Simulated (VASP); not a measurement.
Runs of VASP 6.6.1 on Be3SnN. The structure is that of space group Pm-3m (No. 221), or close to it. The cells are those of the table. 

| task | cell | cutoff (eV) | smearing | gap on the mesh (eV) | pressure (GPa) | relaxed volume (Å³/atom) |
| --- | --- | --- | --- | --- | --- | --- |
| single point | a = 4.490 Å, 5 atoms | 520 | fermi-dirac 0.15 eV | none | -0.1 | - |
| relaxation of cell and atoms | relaxed from a = 4.484 Å, 5 atoms | 600 | fermi-dirac 0.15 eV | none | 0.0 | 18.08 |
| electric field gradients | a = 4.490 Å, 5 atoms | 520 | fermi-dirac 0.15 eV | none | -0.1 | - |
| single point | a = 4.484 Å, 5 atoms | 520 | gaussian 0.1 eV | none | -0.1 | - |
| relaxation of cell and atoms | relaxed from a = 4.484 Å, 5 atoms | 600 | gaussian 0.1 eV | none | 0.0 | (a) |

Alike in all rows: level PBE; potentials or basis VASP PAW PBE potentials, release 64 (Be, Sn_d, N); no spin polarisation; k mesh 8 × 8 × 8.

Estimate the missing entries.

(a) 18.01.

Caveats: spin-orbit coupling is left out, which moves the levels of the heavy elements.

A k mesh can miss the band edges, and the runs leave out spin-orbit coupling on Sn.

A gap of «none» marks levels without a gap at the run's occupations.
